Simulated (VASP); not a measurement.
## B5P: relaxation of cell and atoms with PBE

The system is B5P.

```
B P
1.0
     4.07063    0.00000    0.00000
    -2.03531    3.52527    0.00000
     0.00000    0.00000    4.25149
B P
5 1
Direct
  0.66667 0.33333 0.74515
  0.66667 0.33333 0.25485
  0.00000 0.00000 0.21114
  0.00000 0.00000 0.78886
  0.33333 0.66667 0.50000
  0.33333 0.66667 0.00000
```

The cell was built from a structure type or drawn by symmetry, and may not be a known phase.

```
Program                : VASP 6.6.1
Task                   : relaxation of cell and atoms
Functional             : PBE
Potentials or basis    : VASP PAW PBE potentials, release 64 (B, P)
Cutoff                 : 500 eV
k mesh                 : 5 × 5 × 4
Occupations            : gaussian, width 0.2 eV
Spin                   : no spin polarisation
Dipole correction      : no
Further INCAR settings : ALGO = Normal; EDIFF = 1e-07; IBRION = 2; EDIFFG = -0.08; NSW = 36; ISIF = 3
```

| Quantity | Value |
| --- | --- |
| Relaxed volume | 7.42 Å³/atom |
| Relaxed cell | a = 3.651 Å, b = 3.651 Å, c = 3.857 Å, α = 90.00°, β = 90.00°, γ = 120.00° |
| Space group after relaxing (to 0.1 Å) | P6/mmm (No. 191) |
| Energy gained by relaxing | 336.3 meV/atom |
| Ionic steps | 16 |
| Pressure after relaxing | 0.1 GPa |
| Largest force after relaxing | 0.014 eV/Å |

Forces on the atoms (eV/Å):
```
B    0.000  0.000  0.003
B    0.000  0.000 -0.003
B    0.000  0.000  0.014
B    0.000  0.000 -0.014
B    0.000  0.000  0.000
P    0.000  0.000  0.000
```

Stress tensor (GPa, compression positive):
```
-0.43  0.00  0.00
 0.00 -0.43  0.00
 0.00  0.00  1.28
```

The path:
```csv
step,energy change (eV),largest force (eV/Å),pressure (GPa),volume (Å³)
1,0.0000,1.0766,-25.58,61.01
2,-1.6553,1.8559,-4.74,47.77
3,-1.7006,2.1376,0.83,45.98
4,-1.9590,0.8787,4.73,43.83
5,-1.9709,0.5693,3.43,44.19
6,-1.9901,0.1192,-2.20,45.12
7,-1.9970,0.1160,-0.40,44.80
8,-1.9970,0.1166,-0.33,44.79
9,-2.0005,0.1323,-0.23,44.74
10,-2.0083,0.1894,0.21,44.57
11,-2.0026,0.2188,1.82,44.25
12,-2.0101,0.2192,0.55,44.48
13,-2.0121,0.1914,0.45,44.49
14,-2.0166,0.1032,0.22,44.51
15,-2.0161,0.1335,0.21,44.55
16,-2.0181,0.0141,0.14,44.52
```

Final structure:
```yaml
crystal:
  lattice:
    - [3.65098, 0.00000, 0.00000]
    - [-1.82549, 3.16184, 0.00000]
    - [0.00000, 0.00000, 3.85704]
  atoms:
    - { symbol: B, position: [0.66667, 0.33333, 0.73797] }
    - { symbol: B, position: [0.66667, 0.33333, 0.26203] }
    - { symbol: B, position: [0.00000, 0.00000, 0.26082] }
    - { symbol: B, position: [0.00000, 0.00000, 0.73918] }
    - { symbol: B, position: [0.33333, 0.66667, 0.50000] }
    - { symbol: P, position: [0.33333, 0.66667, 0.00000] }
```

Levels at points of the mesh, in eV from the Fermi level:
```tsv
k point	band 6	band 7	band 8	band 9	band 10	band 11	band 12	band 13	band 14
(0.00, 0.00, 0.00)	-5.29	-5.29	-5.05	-2.84	-0.88	0.98	1.18	1.18	2.68
(0.00, 0.00, 0.50)	-3.81	-3.40	-3.40	-3.14	-3.14	-2.99	-2.99	-2.15	-1.89
```

Run time: 2 min on 1 thread of Intel(R) Xeon(R) Platinum 8488C (Sapphire Rapids), with other jobs on the host, peak memory 0.17 GiB.

Caveat: the k points lie up to 0.41 Å⁻¹ apart in the final cell; the volume moved by over 15 % at a fixed basis, so the end points are rough; the highest band is partly filled, so the run has too few bands.
